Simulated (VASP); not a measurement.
# In3Se (P-3m1) in VASP: notebook, part 2 of 2

VASP 6.6.1.

## 3. Relaxation of cell and atoms, PBE

This run uses another cell than the first one, of 29.14 Å³/atom.

INCAR

```
  PREC = Accurate
  ENCUT = 600
  EDIFF = 1E-6
  ISMEAR = 0
  SIGMA = 0.1
  LREAL = F
  LASPH = T
  NELM = 80
  ALGO = Normal
  ISIF = 3
  LWAVE = F
  LCHARG = F
  GGA = PE
  IBRION = 2
  NSW = 90
  EDIFFG = -0.04
```

KPOINTS

```
regular mesh
0
Gamma
  6 6 4
```

POSCAR

```
In3Se
1.0
    4.3321983300      0.0000000000      0.0000000000
   -2.1660991700      3.7517938100      0.0000000000
    0.0000000000      0.0000000000      7.1712694100
In Se
3 1
Direct
    0.0000000000      0.0000000000      0.5000000000
    0.3333333300      0.6666666700      0.3765266700
    0.6666666700      0.3333333300      0.6234733300
    0.0000000000      0.0000000000      0.0000000000
```

Potentials or basis: VASP PAW PBE potentials, release 64 (In_d, Se).

Run with:

```bash
$ cat potpaw_PBE.64/In_d/POTCAR potpaw_PBE.64/Se/POTCAR > POTCAR
$ mpirun -np 1 vasp_std > vasp.out
```

OUTCAR:

```text
PREC = Accurate
   ENCUT = 600
   EDIFF = 1E-6
   ISMEAR = 0
   LREAL = F
   LASPH = T
   NELM = 80
   ISIF = 3
   GGA = PE
   IBRION = 2
   NSW = 90
   EDIFFG = -0.04

 ion  position               nearest neighbor table
   1  0.000  0.000  0.500-   2 2.65   3 2.65   3 2.65   2 2.65   3 2.65   2 2.65
   2  0.333  0.667  0.377-   1 2.65   1 2.65   1 2.65   3 3.06   3 3.06   3 3.06
   3  0.667  0.333  0.623-   1 2.65   1 2.65   1 2.65   2 3.06   2 3.06   2 3.06
   4  0.000  0.000  0.000-

  LATTYP: Found a hexagonal cell.
 ALAT       =     4.3321983300
 C/A-ratio  =     1.6553418989

  Lattice vectors:

 A1 = (   4.3321983300,   0.0000000000,   0.0000000000)
 A2 = (  -2.1660991700,   3.7517938100,   0.0000000000)
 A3 = (   0.0000000000,   0.0000000000,   7.1712694100)

Analysis of symmetry for initial positions (statically):
=====================================================================
 Subroutine PRICEL returns:
 Original cell was already a primitive cell.

 Routine SETGRP: Setting up the symmetry group for a
 hexagonal supercell.

 Subroutine GETGRP returns: Found 12 space group operations
 (whereof 12 operations were pure point group operations)
 out of a pool of 24 trial point group operations.

The static configuration has the point symmetry D_3d.

Analysis of symmetry for dynamics (positions and initial velocities):
=====================================================================
 Subroutine PRICEL returns:
 Original cell was already a primitive cell.

 Routine SETGRP: Setting up the symmetry group for a
 hexagonal supercell.

 Subroutine GETGRP returns: Found 12 space group operations
 (whereof 12 operations were pure point group operations)
 out of a pool of 24 trial point group operations.

The dynamic configuration has the point symmetry D_3d.

 Subroutine INISYM returns: Found 12 space group operations
 (whereof 12 operations are pure point group operations),
 and found     1 'primitive' translations

----------------------------------------------------------------------------------------

                                     Primitive cell

  volume of cell :     116.5583

  direct lattice vectors                    reciprocal lattice vectors
     4.332198330  0.000000000  0.000000000     0.230829691  0.133269584  0.000000000
    -2.166099170  3.751793810  0.000000000     0.000000000  0.266539168  0.000000000
     0.000000000  0.000000000  7.171269410     0.000000000  0.000000000  0.139445326

  length of vectors
     4.332198330  4.332198334  7.171269410     0.266539168  0.266539168  0.139445326

  position of ions in fractional coordinates (direct lattice)
     0.000000000  0.000000000  0.500000000
     0.333333330  0.666666670  0.376526670
     0.666666670  0.333333330  0.623473330
     0.000000000  0.000000000  0.000000000

  ion indices of the primitive-cell ions
   primitive index   ion index
                 1           1
                 2           2
                 3           3
                 4           4

----------------------------------------------------------------------------------------

 KPOINTS: regular mesh

Automatic generation of k-mesh.
 Grid dimensions read from file:
 generate k-points for:    6    6    4

 Generating k-lattice:

  Cartesian coordinates                     Fractional coordinates (reciprocal lattice)
     0.038471615  0.022211597  0.000000000     0.166666667  0.000000000  0.000000000
     0.000000000  0.044423195  0.000000000     0.000000000  0.166666667  0.000000000
     0.000000000  0.000000000  0.034861331     0.000000000  0.000000000  0.250000000

  Length of vectors
     0.044423195  0.044423195  0.034861331

  Shift w.r.t. Gamma in fractional coordinates (k-lattice)
     0.000000000  0.000000000  0.000000000

 Subroutine IBZKPT returns following result:
 ===========================================

 Found     24 irreducible k-points:

 Following reciprocal coordinates:
            Coordinates               Weight
  0.000000  0.000000  0.000000      1.000000
  0.166667 -0.000000  0.000000      6.000000
  0.333333 -0.000000  0.000000      6.000000
  0.500000 -0.000000  0.000000      3.000000
  0.166667  0.166667  0.000000      6.000000
  0.333333  0.166667  0.000000     12.000000
[... 16 lines left out ...]
  0.333333  0.166667  0.500000     12.000000
  0.333333  0.333333  0.500000      2.000000
   k-points           NKPTS =     24   k-points in BZ     NKDIM =     24   number of bands    NBANDS=     27
   number of dos      NEDOS =    301   number of ions     NIONS =      4
   total plane-waves  NPLWV =  77760
   dimension x,y,z NGX =    36 NGY =   36 NGZ =   60
   dimension x,y,z NGXF=    72 NGYF=   72 NGZF=  120
   ions per type =               3   1
   NGX,Y,Z   is equivalent  to a cutoff of  13.81, 13.81, 13.91 a.u.
   NGXF,Y,Z  is equivalent  to a cutoff of  27.63, 27.63, 27.82 a.u.
 SYSTEM =  unknown system
   PREC   = accura    normal or accurate (medium, high low for compatibility)
   ISTART =      0    job   : 0-new  1-cont  2-samecut
   ICHARG =      2    charge: 1-file 2-atom 10-const
   ISPIN  =      1    spin polarized calculation?
   LNONCOLLINEAR =      F non collinear calculations
   LSORBIT =      F    spin-orbit coupling
   LASPH  =      T    aspherical Exc in radial PAW
   ENCUT  =  600.0 eV  44.10 Ry    6.64 a.u.   8.65  8.65 14.32*2*pi/ulx,y,z
   NELM   =     80;   NELMIN=  2; NELMDL= -5     # of ELM steps
   EDIFF  = 0.1E-05   stopping-criterion for ELM
   LREAL  =      F    real-space projection
   EDIFFG = -.4E-01   stopping-criterion for IOM
   NSW    =     90    number of steps for IOM
   IBRION =      2    ionic relax: 0-MD 1-quasi-New 2-CG
   NFREE  =      1    steps in history (QN), initial steepest desc. (CG)
   ISIF   =      3    stress and relaxation
   ISYM   =      2    0-nonsym 1-usesym 2-fastsym
   POTIM  = 0.5000    time-step for ionic-motion
   TEBEG  =    0.0;   TEEND  =   0.0 temperature during run
   PSTRESS=    0.0 pullay stress
   NELECT =      45.0000    total number of electrons
   NUPDOWN=      -1.0000    fix difference up-down
   EMIN   =  10.00;   EMAX   =-10.00  energy-range for DOS
   EFERMI =   0.00;   METHOD = LEGACY
   ISMEAR =     0;   SIGMA  =   0.10  broadening in eV -4-tet -1-fermi 0-gaus
   EFERMI_NEDOS =   21; number of points for ismear=-14 and -15
   IALGO  =     38    algorithm
   IMIX   =      4    mixing-type and parameters
     AMIX     =   0.40;   BMIX     =  1.00
     AMIX_MAG =   1.60;   BMIX_MAG =  1.00
  volume/ion in A,a.u.               =      29.14       196.64
  Fermi-wavevector in a.u.,A,eV,Ry     =   1.192059  2.252666 19.333955  1.421006
  Thomas-Fermi vector in A             =   2.328106
   LORBIT       =      0    0 simple, 1 ext, 2 COOP (PROOUT), +10 PAW based schemes
   GGA     = PE    functional components
   LHFCALC =     F    Hartree Fock is set to
   AEXX    =    0.0000 exact exchange contribution
   IVDW    =     0    specifies the selected vdW correction
   LEPSILON=     F    determine dielectric tensor
   LRPA    =     F    only Hartree local field effects (RPA)
 conjugate gradient relaxation of ions
 non-spin polarized calculation
 Gauss-broadening in eV      SIGMA  =   0.10
  energy-cutoff  :      600.00
  volume of cell :      116.56
 maximum number of plane-waves:      3902
 NGX is ok and might be reduce to    36
   NGX = 17   NGY = 17   NGZ = 29

--------------------------------------- Ionic step        1  -------------------------------------------

 number of electron      44.9999992 magnetization

 Free energy of the ion-electron system (eV)
  ---------------------------------------------------
  ext. energy  EPLUGINS =         0.00000000
  ---------------------------------------------------
  free energy    TOTEN  =        -8.01513285 eV

  energy without entropy =       -7.98539599  energy(sigma->0) =       -8.00026442

------------------------ aborting loop because EDIFF is reached ----------------------------------------

  FORCE on cell =-STRESS in cart. coord.  units (eV):
  Direction    XX          YY          ZZ          XY          YZ          ZX
  --------------------------------------------------------------------------------------
  -------------------------------------------------------------------------------------
  Total       12.8564590     12.8564590     -2.0295270     -0.0000000     -0.0000000     -0.0000000
  in kB      176.7211874    176.7211876    -27.8972949     -0.0000002     -0.0000000     -0.0000000
  external PRESSURE =     108.5150267 kB  Pullay stress =       0.0000000 kB
[... 1552 lines left out ...]
     26       8.4248      0.00000
     27       8.4248      0.00000

[... ionic steps 4 to 32 ...]

--------------------------------------- Ionic step       33  -------------------------------------------

 number of electron      45.0000015 magnetization

------------------------ aborting loop because EDIFF is reached ----------------------------------------
[... 71 lines left out ...]
--------------------------------------- Ionic step       35  -------------------------------------------

 number of electron      45.0000009 magnetization

 Free energy of the ion-electron system (eV)
  ---------------------------------------------------
  ext. energy  EPLUGINS =         0.00000000
  ---------------------------------------------------
  free energy    TOTEN  =       -11.85930540 eV

  energy without entropy =      -11.84705169  energy(sigma->0) =      -11.85317854

 E-fermi :   5.7212     XC(G=0):  -9.5067

 val. band max:        5.7095700443   @ k =   0.1667  -0.0000   0.2500
 cond. band min:       5.7600044363   @ k =   0.3333   0.1667   0.2500
 fundamental gap:      0.0504343920
 Fermi energy:         5.7212368871
[... 749 lines left out ...]
  FREE ENERGIE OF THE ION-ELECTRON SYSTEM (eV)
  ---------------------------------------------------
  free  energy   TOTEN  =       -11.8593053960 eV

  energy  without entropy=      -11.8470516890  energy(sigma->0) =      -11.85317854

 reached required accuracy - stopping structural energy minimisation
```

CONTCAR:

```text
In3Se
   1.00000000000000
     3.9385563586267907    0.0000000013817575   -0.0000000000000005
    -1.9692781826624355    3.4108898609722273    0.0000000000000009
    -0.0000000000000008    0.0000000000000009    8.5392732605454427
  In              Se
     3     1
Direct
     0.0000000000000000    0.0000000000000000    0.5000000000000000
     0.3333333300000021    0.6666666699999979    0.2178768150531044
     0.6666666699999979    0.3333333300000021    0.7821231849468953
     0.0000000000000000    0.0000000000000000    0.0000000000000000

  0.00000000E+00  0.00000000E+00  0.00000000E+00
  0.00000000E+00  0.00000000E+00  0.00000000E+00
  0.00000000E+00  0.00000000E+00  0.00000000E+00
  0.00000000E+00  0.00000000E+00  0.00000000E+00
```

Wall time 31 min (1 thread of Intel Xeon Platinum 8488C (Sapphire Rapids), shared host); peak memory 0.31 GiB.

Results:

- Free energy: -11.8593 eV
- Relaxed volume: 28.68 Å³/atom
- Relaxed cell: a = 3.939 Å, b = 3.939 Å, c = 8.539 Å, α = 90.00°, β = 90.00°, γ = 120.00°
- Space group after relaxing (to 0.1 Å): P-3m1 (No. 164)
- Pressure after relaxing: 0.1 GPa
- Largest force after relaxing: 0.018 eV/Å
- Band gap on the k mesh: zero (an odd number of electrons rules out a gap without spin polarisation)

Forces in eV/Å, atoms in the order of the input:
```
In   0.000  0.000  0.000
In   0.000  0.000  0.018
In   0.000  0.000 -0.018
Se   0.000  0.000  0.000
```

Stress tensor (GPa, compression positive):
```
0.12 0.00 0.00
0.00 0.12 0.00
0.00 0.00 0.04
```

Final structure:
```
In Se
1.0
     3.93856    0.00000    0.00000
    -1.96928    3.41089    0.00000
     0.00000    0.00000    8.53927
In Se
3 1
Direct
  0.00000 0.00000 0.50000
  0.33333 0.66667 0.21788
  0.66667 0.33333 0.78212
  0.00000 0.00000 0.00000
```

Caveat: a cell axis changed by over 15 % at a fixed basis, so the end point is rough; spin-orbit coupling is left out, which moves the levels of the heavy elements.

The gap in the log of VASP goes by the Fermi energy; the results here count the filled bands.